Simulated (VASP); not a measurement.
# TiAl (P-6m2) in VASP: notebook

The runs below take TiAl through single point, with PBE.

All numbers are computed with VASP 6.6.1; they aren't measurements. Logs are shortened: lines on timing, memory, paths and dates and some standing lists are left out, and cuts for length are marked.

## 1. The cell of the first run

It takes space group P-6m2 (No. 187, hexagonal). The conventional cell has a = 2.809 Å, b = 2.809 Å, c = 4.091 Å, α = 90.00°, β = 90.00°, γ = 120.00°. Ti (site symmetry -6m2) has 6 Al at 2.61 Å and 6 Ti at 2.81 Å within 3.4 Å. Al (site symmetry -6m2) has 6 Ti at 2.61 Å and 6 Al at 2.81 Å within 3.4 Å.

## 2. Single point, PBE

Contents of INCAR:

```
PREC     = Accurate       # precision mode
ENCUT    = 520            # plane-wave cutoff, eV
EDIFF    = 1E-7           # SCF threshold, eV
ISMEAR   = 0              # smearing method
SIGMA    = 0.15           # smearing width, eV
LREAL    = F              # projectors in reciprocal space
LASPH    = T              # aspherical terms in the spheres
NELM     = 60             # most SCF steps
ALGO     = Normal         # electronic algorithm
ISIF     = 2              # what is computed and relaxed
LWAVE    = F              # write WAVECAR
LCHARG   = F              # write CHGCAR
GGA      = PE             # functional
NBANDS   = 14             # bands
```

Contents of KPOINTS:

```
regular mesh
0
Gamma
  18 18 10
```

Contents of POSCAR:

```
TiAl
1.0
    2.8089000000      0.0000000000      0.0000000000
   -1.4044500000      2.4325787567      0.0000000000
    0.0000000000      0.0000000000      4.0906000000
Ti Al
1 1
Direct
    0.0000000000      0.0000000000      0.0000000000
    0.3333333333      0.6666666667      0.5000000000
```

Potentials or basis: VASP PAW PBE potentials, release 64 (Ti_sv, Al).

Started as:

```console
cat potpaw_PBE.64/Ti_sv/POTCAR potpaw_PBE.64/Al/POTCAR > POTCAR
mpirun -np 1 vasp_std > vasp.out
```

OUTCAR:

```text
PREC = Accurate
   ENCUT = 520
   EDIFF = 1E-7
   ISMEAR = 0
   LREAL = F
   LASPH = T
   NELM = 60
   ISIF = 2
   GGA = PE

 ion  position               nearest neighbor table
   1  0.000  0.000  0.000-   2 2.61   2 2.61   2 2.61   2 2.61   2 2.61   2 2.61
   2  0.333  0.667  0.500-   1 2.61   1 2.61   1 2.61   1 2.61   1 2.61   1 2.61

  LATTYP: Found a hexagonal cell.
 ALAT       =     2.8089000000
 C/A-ratio  =     1.4562996191

  Lattice vectors:

 A1 = (   2.8089000000,   0.0000000000,   0.0000000000)
 A2 = (  -1.4044500000,   2.4325787567,   0.0000000000)
 A3 = (   0.0000000000,   0.0000000000,   4.0906000000)

Analysis of symmetry for initial positions (statically):
=====================================================================
 Subroutine PRICEL returns:
 Original cell was already a primitive cell.

 Routine SETGRP: Setting up the symmetry group for a
 hexagonal supercell.

 Subroutine GETGRP returns: Found 12 space group operations
 (whereof 12 operations were pure point group operations)
 out of a pool of 24 trial point group operations.

The static configuration has the point symmetry D_3h.

Analysis of symmetry for dynamics (positions and initial velocities):
=====================================================================
 Subroutine PRICEL returns:
 Original cell was already a primitive cell.

 Routine SETGRP: Setting up the symmetry group for a
 hexagonal supercell.

 Subroutine GETGRP returns: Found 12 space group operations
 (whereof 12 operations were pure point group operations)
 out of a pool of 24 trial point group operations.

The dynamic configuration has the point symmetry D_3h.

 Subroutine INISYM returns: Found 12 space group operations
 (whereof 12 operations are pure point group operations),
 and found     1 'primitive' translations

----------------------------------------------------------------------------------------

                                     Primitive cell

  volume of cell :      27.9505

  direct lattice vectors                    reciprocal lattice vectors
     2.808900000  0.000000000  0.000000000     0.356011250  0.205543191  0.000000000
    -1.404450000  2.432578757  0.000000000     0.000000000  0.411086382  0.000000000
     0.000000000  0.000000000  4.090600000     0.000000000  0.000000000  0.244462915

  length of vectors
     2.808900000  2.808900000  4.090600000     0.411086382  0.411086382  0.244462915

  position of ions in fractional coordinates (direct lattice)
     0.000000000  0.000000000  0.000000000
     0.333333333  0.666666667  0.500000000

  ion indices of the primitive-cell ions
   primitive index   ion index
                 1           1
                 2           2

----------------------------------------------------------------------------------------

 KPOINTS: regular mesh

Automatic generation of k-mesh.
 Grid dimensions read from file:
 generate k-points for:   18   18   10

 Generating k-lattice:

  Cartesian coordinates                     Fractional coordinates (reciprocal lattice)
     0.019778403  0.011419066  0.000000000     0.055555556  0.000000000  0.000000000
     0.000000000  0.022838132  0.000000000     0.000000000  0.055555556  0.000000000
     0.000000000  0.000000000  0.024446291     0.000000000  0.000000000  0.100000000

  Length of vectors
     0.022838132  0.022838132  0.024446291

  Shift w.r.t. Gamma in fractional coordinates (k-lattice)
     0.000000000  0.000000000  0.000000000

 Subroutine IBZKPT returns following result:
 ===========================================

 Found    222 irreducible k-points:

 Following reciprocal coordinates:
            Coordinates               Weight
  0.000000  0.000000  0.000000      1.000000
  0.055556  0.000000  0.000000      6.000000
  0.111111  0.000000  0.000000      6.000000
  0.166667  0.000000  0.000000      6.000000
  0.222222  0.000000  0.000000      6.000000
  0.277778  0.000000  0.000000      6.000000
[... 16 lines left out ...]
  0.333333  0.111111  0.000000     12.000000
  0.388889  0.111111  0.000000     12.000000
 [... further k-points ...]
   k-points           NKPTS =    222   k-points in BZ     NKDIM =    222   number of bands    NBANDS=     14
   number of dos      NEDOS =    301   number of ions     NIONS =      2
   total plane-waves  NPLWV =  17280
   dimension x,y,z NGX =    24 NGY =   24 NGZ =   30
   dimension x,y,z NGXF=    48 NGYF=   48 NGZF=   60
   ions per type =               1   1
   NGX,Y,Z   is equivalent  to a cutoff of  14.20, 14.20, 12.19 a.u.
   NGXF,Y,Z  is equivalent  to a cutoff of  28.41, 28.41, 24.38 a.u.
 SYSTEM =  unknown system
   PREC   = accura    normal or accurate (medium, high low for compatibility)
   ISTART =      0    job   : 0-new  1-cont  2-samecut
   ICHARG =      2    charge: 1-file 2-atom 10-const
   ISPIN  =      1    spin polarized calculation?
   LNONCOLLINEAR =      F non collinear calculations
   LSORBIT =      F    spin-orbit coupling
   LASPH  =      T    aspherical Exc in radial PAW
   ENCUT  =  520.0 eV  38.22 Ry    6.18 a.u.   5.22  5.22  7.61*2*pi/ulx,y,z
   NELM   =     60;   NELMIN=  2; NELMDL= -5     # of ELM steps
   EDIFF  = 0.1E-06   stopping-criterion for ELM
   LREAL  =      F    real-space projection
   EDIFFG = 0.1E-05   stopping-criterion for IOM
   NSW    =      0    number of steps for IOM
   IBRION =     -1    ionic relax: 0-MD 1-quasi-New 2-CG
   NFREE  =      0    steps in history (QN), initial steepest desc. (CG)
   ISIF   =      2    stress and relaxation
   ISYM   =      2    0-nonsym 1-usesym 2-fastsym
   POTIM  = 0.5000    time-step for ionic-motion
   TEBEG  =    0.0;   TEEND  =   0.0 temperature during run
   PSTRESS=    0.0 pullay stress
   NELECT =      15.0000    total number of electrons
   NUPDOWN=      -1.0000    fix difference up-down
   EMIN   =  10.00;   EMAX   =-10.00  energy-range for DOS
   EFERMI =   0.00;   METHOD = LEGACY
   ISMEAR =     0;   SIGMA  =   0.15  broadening in eV -4-tet -1-fermi 0-gaus
   EFERMI_NEDOS =   21; number of points for ismear=-14 and -15
   IALGO  =     38    algorithm
   IMIX   =      4    mixing-type and parameters
     AMIX     =   0.40;   BMIX     =  1.00
     AMIX_MAG =   1.60;   BMIX_MAG =  1.00
  volume/ion in A,a.u.               =      13.98        94.31
  Fermi-wavevector in a.u.,A,eV,Ry     =   1.330378  2.514051 24.081042  1.769907
  Thomas-Fermi vector in A             =   2.459470
   LORBIT       =      0    0 simple, 1 ext, 2 COOP (PROOUT), +10 PAW based schemes
   GGA     = PE    functional components
   LHFCALC =     F    Hartree Fock is set to
   AEXX    =    0.0000 exact exchange contribution
   IVDW    =     0    specifies the selected vdW correction
   LEPSILON=     F    determine dielectric tensor
   LRPA    =     F    only Hartree local field effects (RPA)
 non-spin polarized calculation
 Gauss-broadening in eV      SIGMA  =   0.15
  energy-cutoff  :      520.00
  volume of cell :       27.95
 maximum number of plane-waves:       762
 NGX is ok and might be reduce to    24
   NGX = 11   NGY = 11   NGZ = 15

 number of electron      15.0000002 magnetization

 Free energy of the ion-electron system (eV)
  ---------------------------------------------------
  ext. energy  EPLUGINS =         0.00000000
  ---------------------------------------------------
  free energy    TOTEN  =       -11.53055536 eV

  energy without entropy =      -11.50133377  energy(sigma->0) =      -11.51594456

 E-fermi :   9.6935     XC(G=0): -11.6947

 val. band max:        9.6921991107   @ k =   0.2222   0.2222   0.5000
 cond. band min:       9.6948605208   @ k =   0.1667   0.1667   0.5000
 fundamental gap:      0.0026614101
 Fermi energy:         9.6934712630

 k-point     1 :       0.0000    0.0000    0.0000
  band No.  band energies     occupation
      1     -46.4611      2.00000
      2     -22.8547      2.00000
      3     -22.3117      2.00000
      4     -22.3117      2.00000
      5       0.1562      2.00000
      6       7.5295      2.00000
      7       9.0063      2.00000
      8      11.0543      0.00000
      9      11.0543      0.00000
     10      12.6629      0.00000
     11      12.6629      0.00000
     12      16.0976      0.00000
     13      22.7302      0.00000
     14      22.7302      0.00000

 k-point     2 :       0.0556    0.0000    0.0000
  band No.  band energies     occupation
      1     -46.4574      2.00000
      2     -22.8509      2.00000
      3     -22.3344      2.00000
      4     -22.3167      2.00000
      5       0.2382      2.00000
      6       7.6089      2.00000
      7       8.9589      2.00000
      8      10.9602      0.00000
      9      11.1237      0.00000
     10      12.6360      0.00000
     11      12.7420      0.00000
     12      16.1029      0.00000
     13      21.6804      0.00000
     14      22.1637      0.00000

 k-point     3 :       0.1111    0.0000    0.0000
  band No.  band energies     occupation
      1     -46.4467      2.00000
      2     -22.8401      2.00000
      3     -22.3995      2.00000
      4     -22.3312      2.00000
      5       0.4820      2.00000
      6       7.8342      2.00000
      7       8.8316      2.00000
      8      10.7025      0.00000
      9      11.3280      0.00000
     10      12.5593      0.00000
     11      12.9631      0.00000
     12      16.1062      0.00000
     13      19.9682      0.00000
     14      21.2900      0.00000

 k-point     4 :       0.1667    0.0000    0.0000
  band No.  band energies     occupation
      1     -46.4302      2.00000
      2     -22.8235      2.00000
      3     -22.4983      2.00000
      4     -22.3533      2.00000
      5       0.8819      2.00000
      6       8.1608      2.00000
      7       8.6577      2.00000
      8      10.3442      0.00000
      9      11.6555      0.00000
     10      12.4443      0.00000
     11      13.2887      0.00000
     12      16.0500      0.00000
     13      18.3513      0.00000
     14      20.4624      0.00000

 k-point     5 :       0.2222    0.0000    0.0000
  band No.  band energies     occupation
      1     -46.4099      2.00000
      2     -22.8031      2.00000
      3     -22.6180      2.00000
      4     -22.3802      2.00000
      5       1.4290      2.00000
      6       8.4706      2.00000
      7       8.4888      2.00000
      8       9.9668      0.00997
      9      12.0859      0.00000
     10      12.3071      0.00000
     11      13.6769      0.00000
[... 276 lines left out ...]
 k-point    22 :       0.2778    0.1111    0.0000
  band No.  band energies     occupation
      1     -46.3624      2.00000
      2     -22.8566      2.00000
      3     -22.7553      2.00000
      4     -22.4788      2.00000
      5       3.1380      2.00000
      6       8.2087      2.00000
      7       8.5908      2.00000
      8       9.2995      1.99980
      9      11.6173      0.00000
     10      12.8712      0.00000
     11      14.6959      0.00000
     12      14.9599      0.00000
     13      16.4168      0.00000
     14      17.4747      0.00000

 k-point    23 :       0.3333    0.1111    0.0000
  band No.  band energies     occupation
      1     -46.3467      2.00000
      2     -22.9376      2.00000
      3     -22.7394      2.00000
      4     -22.5069      2.00000
      5       4.0351      2.00000
      6       8.1023      2.00000
      7       8.1426      2.00000
      8       8.9674      2.00000
      9      11.4264      0.00000
     10      13.1267      0.00000
     11      14.6929      0.00000
     12      15.4018      0.00000
     13      16.1771      0.00000
     14      17.5327      0.00000

 k-point    24 :       0.3889    0.1111    0.0000
  band No.  band energies     occupation
      1     -46.3364      2.00000
      2     -22.9901      2.00000
      3     -22.7291      2.00000
      4     -22.5251      2.00000
      5       4.9767      2.00000
      6       7.3356      2.00000
      7       8.1062      2.00000
      8       8.7074      2.00000
      9      11.2992      0.00000
     10      13.4250      0.00000
     11      14.7754      0.00000
     12      15.7243      0.00000
     13      15.9660      0.00000
     14      17.7351      0.00000

 [... further k-points ...]
[... 5 lines left out ...]
  --------------------------------------------------------------------------------------
  -------------------------------------------------------------------------------------
  Total        3.8729363      3.8729363      7.8346747      0.0000000      0.0000000      0.0000000
  in kB      222.0039690    222.0039690    449.0982378      0.0000000      0.0000000      0.0000000
  external PRESSURE =     297.7020586 kB  Pullay stress =       0.0000000 kB

 VOLUME and BASIS-vectors are now :
 -----------------------------------------------------------------------------
  energy-cutoff  :      520.00
  volume of cell :       27.95
      direct lattice vectors                 reciprocal lattice vectors
     2.808900000  0.000000000  0.000000000     0.356011250  0.205543191  0.000000000
    -1.404450000  2.432578757  0.000000000     0.000000000  0.411086382  0.000000000
     0.000000000  0.000000000  4.090600000     0.000000000  0.000000000  0.244462915

 POSITION                                       TOTAL-FORCE (eV/Angst)
 -----------------------------------------------------------------------------------
      0.00000      0.00000      0.00000         0.000000     -0.000000      0.000000
     -0.00000      1.62172      2.04530        -0.000000      0.000000      0.000000
 -----------------------------------------------------------------------------------
    total drift:                                0.000000     -0.000000      0.000000

  FREE ENERGIE OF THE ION-ELECTRON SYSTEM (eV)
  ---------------------------------------------------
  free  energy   TOTEN  =       -11.5305553608 eV

  energy  without entropy=      -11.5013337656  energy(sigma->0) =      -11.51594456
```

It took 50 s on 1 thread of Intel Xeon 6975P-C, shared host; peak memory 0.22 GiB.

Results:

* Free energy: -11.5306 eV
* Pressure: 29.8 GPa

Stress tensor (GPa, compression positive):
```
22.20  0.00  0.00
 0.00 22.20  0.00
 0.00  0.00 44.91
```

Levels at points of the mesh, in eV from the Fermi level:
```
           k point  band 6  band 7  band 8  band 9  band 10  band 11
(0.00, 0.00, 0.00)   -2.16   -0.69    1.36    1.36     2.97     2.97
(0.50, 0.00, 0.00)   -3.09   -1.75   -1.15    2.15     4.43     5.24
(0.00, 0.00, 0.50)   -5.39    0.14    1.40    1.40     2.74     2.74
(0.50, 0.00, 0.50)   -2.32   -2.10    0.72    1.38     1.71     4.43
```

[end of part 1 of 2]
